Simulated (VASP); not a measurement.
# Ag (P6_3/mmc) in VASP: further runs, part 2 of 2

VASP 6.6.1. The steps go on from the part before.

### 4 Single point, r2SCAN (biaxial strain in the a-b plane: -1.0 %)

The input, POSCAR:

```
Ag
1.0
    2.8746389109      0.0000000000      0.0000000000
   -1.4373194554      2.4895103235      0.0000000000
    0.0000000000      0.0000000000      4.7760247529
Ag
2
Direct
    0.3333333333      0.6666666667      0.2500000000
    0.6666666667      0.3333333333      0.7500000000
```

The input, INCAR.step1:

```
SYSTEM = Ag
  ALGO = Normal
  EDIFF = 1E-4
  ENCUT = 520
  GGA = PE
  ISMEAR = 0
  LASPH = .TRUE.
  LCHARG = .FALSE.
  LREAL = .FALSE.
  LWAVE = .TRUE.
  NBANDS = 18
  NELM = 60
  PREC = Accurate
  SIGMA = 0.1
```

The input, INCAR.step2:

```
SYSTEM = Ag
  ALGO = Normal
  EDIFF = 1E-6
  ENCUT = 520
  ISIF = 2
  ISMEAR = 0
  ISTART = 1
  LASPH = .TRUE.
  LCHARG = .TRUE.
  LELF = .TRUE.
  LMIXTAU = .TRUE.
  LREAL = .FALSE.
  LVHAR = .TRUE.
  LWAVE = .FALSE.
  METAGGA = R2SCAN
  NBANDS = 18
  NELM = 60
  PREC = Accurate
  SIGMA = 0.1
```

The input, KPOINTS:

```
k-points
0
G
  24 24 12
  0 0 0
```

The run is started by

```console
> cat potpaw_PBE.64/Ag/POTCAR > POTCAR
> cp INCAR.step1 INCAR
> mpirun -np 1 vasp_std > vasp.out
> cp INCAR.step2 INCAR
> mpirun -np 1 vasp_std > vasp.out
```

Wall time 15 min (1 thread of Intel Xeon 8259CL, shared host); peak memory 0.34 GiB.

It converged, with:

* Free energy: -42.7053 eV
* Pressure: 1.6 GPa
* Band gap on the k mesh: zero (bands 11 and 12 overlap by 8.07 eV)

Stress tensor (GPa, compression positive):
```
2.01 0.00 0.00
0.00 2.01 0.00
0.00 0.00 0.74
```

Levels at points of the mesh, in eV from the Fermi level:
```csv
k point,band 9,band 10,band 11,band 12,band 13,band 14
"(0.00, 0.00, 0.00)",-4.46,-3.49,-3.49,-0.52,3.38,16.36
"(0.50, 0.00, 0.00)",-3.31,-3.18,0.11,1.59,7.02,7.28
"(0.00, 0.00, 0.50)",-3.81,-3.81,-3.81,-3.81,11.09,11.09
"(0.50, 0.00, 0.50)",-3.23,-3.23,0.80,0.80,4.71,4.71
```

Caveat: the cell differs from its parent crystal (biaxial strain in the a-b plane: -1.0 %); the PAW data sets were made with another functional, which shifts forces and pressure a little.

### 5 Relaxation of cell and atoms, r2SCAN, target pressure 25 GPa, at which the enthalpy is minimised

This run uses another cell than the first one, of 14.67 Å³/atom.

The input, POSCAR:

```
Ag
1.0
    2.7465745121      0.0000000000      0.0000000000
   -1.3732872561      2.3786033008      0.0000000000
    0.0000000000      0.0000000000      4.4915006875
Ag
2
Direct
    0.3333333333      0.6666666667      0.2500000000
    0.6666666667      0.3333333333      0.7500000000
```

The input, INCAR.step1:

```
SYSTEM = Ag
  PREC = Accurate
  ENCUT = 550
  ISMEAR = 0
  SIGMA = 0.1
  LREAL = .False.
  LASPH = .True.
  NELM = 120
  GGA = PE
  ALGO = Normal
  EDIFF = 1E-5
  LWAVE = .True.
  LCHARG = .False.
  GGA_COMPAT = .False.
  IBRION = 2
  ISIF = 3
  EDIFFG = -0.005
  NELMIN = 4
  NSW = 100
```

The input, INCAR.step2:

```
SYSTEM = Ag
  PREC = Accurate
  ENCUT = 550
  EDIFF = 1E-7
  ISMEAR = 0
  SIGMA = 0.1
  LREAL = .False.
  LASPH = .True.
  NELM = 120
  ALGO = Normal
  ISIF = 3
  LWAVE = .False.
  LCHARG = .False.
  METAGGA = R2SCAN
  LMIXTAU = .True.
  IBRION = 2
  NSW = 70
  EDIFFG = -0.008
  PSTRESS = 250.0
  ISTART = 1
  GGA_COMPAT = .False.
  NELMIN = 4
```

The input, KPOINTS:

```
regular mesh
0
Gamma
  18 18 10
  0 0 0
```

Potentials or basis: VASP PAW PBE potentials, release 64 (Ag).

The run is started by

```console
> cat potpaw_PBE.64/Ag/POTCAR > POTCAR
> cp INCAR.step1 INCAR
> mpirun -np 1 vasp_std > vasp.out
> cp INCAR.step2 INCAR
> mpirun -np 1 vasp_std > vasp.out
```

OUTCAR:

```text
SYSTEM = Ag
   PREC = Accurate
   ENCUT = 550
   EDIFF = 1E-7
   ISMEAR = 0
   LREAL = .False.
   LASPH = .True.
   NELM = 120
   ISIF = 3
   METAGGA = R2SCAN
   IBRION = 2
   NSW = 70
   EDIFFG = -0.008
   PSTRESS = 250.0
   ISTART = 1
   NELMIN = 4

 ion  position               nearest neighbor table
   1  0.333  0.667  0.250-   2 2.75   2 2.75   2 2.75   2 2.75   2 2.75   2 2.75
   2  0.667  0.333  0.750-   1 2.75   1 2.75   1 2.75   1 2.75   1 2.75   1 2.75

  LATTYP: Found a hexagonal cell.
 ALAT       =     2.7465745121
 C/A-ratio  =     1.6353099716

  Lattice vectors:

 A1 = (   2.7465745121,   0.0000000000,   0.0000000000)
 A2 = (  -1.3732872561,   2.3786033008,   0.0000000000)
 A3 = (   0.0000000000,   0.0000000000,   4.4915006875)

Analysis of symmetry for initial positions (statically):
=====================================================================
 Subroutine PRICEL returns:
 Original cell was already a primitive cell.

 Routine SETGRP: Setting up the symmetry group for a
 hexagonal supercell.

 Subroutine GETGRP returns: Found 24 space group operations
 (whereof 12 operations were pure point group operations)
 out of a pool of 24 trial point group operations.

The static configuration has the point symmetry D_3d.
 The point group associated with its full space group is D_6h.

Analysis of symmetry for dynamics (positions and initial velocities):
=====================================================================
 Subroutine PRICEL returns:
 Original cell was already a primitive cell.

 Routine SETGRP: Setting up the symmetry group for a
 hexagonal supercell.

 Subroutine GETGRP returns: Found 24 space group operations
 (whereof 12 operations were pure point group operations)
 out of a pool of 24 trial point group operations.

The dynamic configuration has the point symmetry D_3d.
[... 136 lines left out ...]
 maximum number of plane-waves:       872
 NGX is ok and might be reduce to    24
   NGX = 11   NGY = 11   NGZ = 17

--------------------------------------- Ionic step        1  -------------------------------------------

 number of electron      21.9999998 magnetization

 Free energy of the ion-electron system (eV)
  ---------------------------------------------------
  ext. energy  EPLUGINS =         0.00000000
  ---------------------------------------------------
  free energy    TOTEN  =       -42.31465866 eV

  energy without entropy =      -42.31019129  energy(sigma->0) =      -42.31242498

------------------------ aborting loop because EDIFF is reached ----------------------------------------

  FORCE on cell =-STRESS in cart. coord.  units (eV):
  Direction    XX          YY          ZZ          XY          YZ          ZX
  --------------------------------------------------------------------------------------
  -------------------------------------------------------------------------------------
  Total        5.1083009      5.1083009      5.0832874     -0.0000000     -0.0000000      0.0000000
  in kB      278.9216233    278.9216233    277.5558449     -0.0000000     -0.0000000      0.0000000
  external PRESSURE =      28.4663639 kB  Pullay stress =     250.0000000 kB
[... 63 lines left out ...]
--------------------------------------- Ionic step        3  -------------------------------------------

 number of electron      21.9999995 magnetization

 Free energy of the ion-electron system (eV)
  ---------------------------------------------------
  ext. energy  EPLUGINS =         0.00000000
  ---------------------------------------------------
  free energy    TOTEN  =       -42.37369574 eV

  energy without entropy =      -42.36913778  energy(sigma->0) =      -42.37141676

 E-fermi :  10.4887     XC(G=0): -13.9603

 val. band max:       10.4792183107   @ k =   0.4444   0.0556   0.3000
 cond. band min:      10.4984263155   @ k =   0.5000   0.0000   0.2000
 fundamental gap:      0.0192080048
 Fermi energy:        10.4887199239

 k-point     1 :       0.0000    0.0000    0.0000
  band No.  band energies     occupation
      1       1.4176      2.00000
      2       2.7768      2.00000
      3       4.7714      2.00000
      4       4.8914      2.00000
      5       4.8914      2.00000
      6       5.2067      2.00000
      7       5.2067      2.00000
      8       5.6629      2.00000
      9       5.6629      2.00000
     10       6.9734      2.00000
     11       6.9734      2.00000
     12       9.7433      2.00000
     13      15.0577      0.00000
     14      27.1500      0.00000
[... 401 lines left out ...]
      2       3.3073      2.00000
      3       3.5055      2.00000
      4       4.7257      2.00000
      5       5.1711      2.00000
      6       5.4406      2.00000
      7       5.5250      2.00000
      8       6.9644      2.00000
      9       7.1410      2.00000
     10       7.1740      2.00000
     11      10.1633      2.00000
     12      13.8871      0.00000
     13      18.2871      0.00000
     14      18.5139      0.00000
     15      20.7527      0.00000

 [... further k-points ...]

------------------------ aborting loop because EDIFF is reached ----------------------------------------

  FORCE on cell =-STRESS in cart. coord.  units (eV):
  Direction    XX          YY          ZZ          XY          YZ          ZX
  --------------------------------------------------------------------------------------
  -------------------------------------------------------------------------------------
  Total        4.6376795      4.6376795      4.6254805     -0.0000000     -0.0000000     -0.0000000
  in kB      250.1710424    250.1710424    249.5129875     -0.0000000     -0.0000000     -0.0000000
  external PRESSURE =      -0.0483092 kB  Pullay stress =     250.0000000 kB
[... 21 lines left out ...]
  energy  without entropy=      -42.3691377758  energy(sigma->0) =      -42.37141676

  enthalpy is  TOTEN    =       -37.7391870224 eV   P V=        4.6345087214

 reached required accuracy - stopping structural energy minimisation
```

OUTCAR.step1:

```text
SYSTEM = Ag
   PREC = Accurate
   ENCUT = 550
   ISMEAR = 0
   LREAL = .False.
   LASPH = .True.
   NELM = 120
   GGA = PE
   EDIFF = 1E-5
   IBRION = 2
   ISIF = 3
   EDIFFG = -0.005
   NELMIN = 4
   NSW = 100
[... 837 lines left out ...]
      3       3.1357      2.00000
      4       3.2321      2.00000
      5       3.2321      2.00000
      6       3.4488      2.00000
      7       3.4488      2.00000
      8       3.7774      2.00000
      9       3.7774      2.00000
     10       4.7047      2.00000
     11       4.7047      2.00000
     12       7.5022      1.99988
     13      11.1001      0.00000
     14      23.3151      0.00000
[... 444 lines left out ...]
  FREE ENERGIE OF THE ION-ELECTRON SYSTEM (eV)
  ---------------------------------------------------
  free  energy   TOTEN  =        -5.4238710681 eV

  energy  without entropy=       -5.4197985958  energy(sigma->0) =       -5.42183483

 reached required accuracy - stopping structural energy minimisation
```

OSZICAR.step1:

```text
N       E                     dE             d eps       ncg     rms          rms(c)
DAV:   1     0.129900886210E+03    0.12990E+03   -0.12723E+04  6660   0.157E+03
DAV:   2    -0.411860939355E+01   -0.13402E+03   -0.12919E+03  6940   0.317E+02
[... 75 lines left out ...]
  11 F= -.54238696E+01 E0= -.54218336E+01  d E =-.901486E-05
       N       E                     dE             d eps       ncg     rms          rms(c)
DAV:   1    -0.542390048995E+01   -0.31748E-04   -0.44408E-04  6723   0.246E-01    0.358E-02
DAV:   2    -0.542387060292E+01    0.29887E-04   -0.86614E-05  6737   0.107E-01    0.108E-02
DAV:   3    -0.542387038397E+01    0.21895E-06   -0.10735E-06  3330   0.103E-02    0.754E-03
DAV:   4    -0.542387106807E+01   -0.68409E-06   -0.30424E-07  3330   0.505E-03
  12 F= -.54238711E+01 E0= -.54218348E+01  d E =-.104547E-04
```

Wall time 37 min (1 thread of Oxide Virtual Turin-like, shared host); peak memory 0.21 GiB.

What came out:

```
Free energy                                                : -42.3737 eV
Relaxed volume                                             : 14.85 Å³/atom
Relaxed cell                                               : a = 2.758 Å, b = 2.758 Å, c = 4.509 Å, α = 90.00°, β = 90.00°, γ = 120.00°
Space group after relaxing (to 0.1 Å)                      : P6_3/mmc (No. 194)
Energy change on relaxing (the run minimises the enthalpy) : -29.5 meV/atom
Ionic steps                                                : 3
Pressure after relaxing                                    : 25.0 GPa
Band gap on the k mesh                                     : zero (bands 11 and 12 overlap by 8.63 eV)
```

Step by step:
```csv
step,energy change (eV),largest force (eV/Å),pressure (GPa),volume (Å³)
1,0.0000,0.0000,27.85,29.34
2,-0.1645,0.0000,19.48,30.46
3,-0.0590,0.0000,25.00,29.70
```

Final structure:
```
Ag
1.0
     2.75788    0.00000    0.00000
    -1.37894    2.38840    0.00000
     0.00000    0.00000    4.50912
Ag
2
Direct
  0.33333 0.66667 0.25000
  0.66667 0.33333 0.75000
```

Levels at points of the mesh, in eV from the Fermi level:
```tsv
k point	band 8	band 9	band 10	band 11	band 12	band 13	band 14	band 15
(0.00, 0.00, 0.00)	-4.83	-4.83	-3.52	-3.52	-0.75	4.57	16.66	18.81
(0.50, 0.00, 0.00)	-3.33	-3.26	-3.15	0.11	2.00	7.95	8.14	11.17
(0.00, 0.00, 0.50)	-5.39	-3.92	-3.92	-3.92	-3.92	12.68	12.68	17.14
(0.50, 0.00, 0.50)	-3.59	-3.22	-3.22	0.69	0.69	5.68	5.68	15.45
```

Caveat: the cell is relaxed towards a set pressure, so the run minimises the enthalpy, not the energy; the PAW data sets were made with another functional, which shifts forces and pressure a little.

### 6 Summary

| task | cell | k mesh | cutoff (eV) | gap on the mesh (eV) | pressure (GPa) |
| --- | --- | --- | --- | --- | --- |
| single point | a = 2.846, b = 2.846, c = 4.805 Å, angles 90.0, 90.0, 120.0°, 2 atoms | 24 × 24 × 12 | 520 | none | 3.4 |
| single point | a = 2.846, b = 2.846, c = 4.835 Å, angles 90.0, 90.0, 120.0°, 2 atoms | 24 × 24 × 12 | 520 | none | 2.7 |
| single point | a = 2.875, b = 2.875, c = 4.776 Å, angles 90.0, 90.0, 120.0°, 2 atoms | 24 × 24 × 12 | 520 | none | 1.6 |
| relaxation of cell and atoms | relaxed to 25 GPa from a = 2.747, b = 2.747, c = 4.492 Å, angles 90.0, 90.0, 120.0°, 2 atoms | 18 × 18 × 10 | 550 | none | 25.0 |

Alike in all rows: level r2SCAN; potentials or basis VASP PAW PBE potentials, release 64 (Ag); no spin polarisation; smearing gaussian 0.1 eV.

Caveats: the PAW data sets were made with another functional, which shifts forces and pressure a little; the cell stands under pressure (at least some runs); the cell is relaxed towards a set pressure, so the run minimises the enthalpy, not the energy (at least some runs).

Absolute energies hang on the potentials; compare differences alone.

The gap in the log of VASP goes by the Fermi energy; the results here count the filled bands.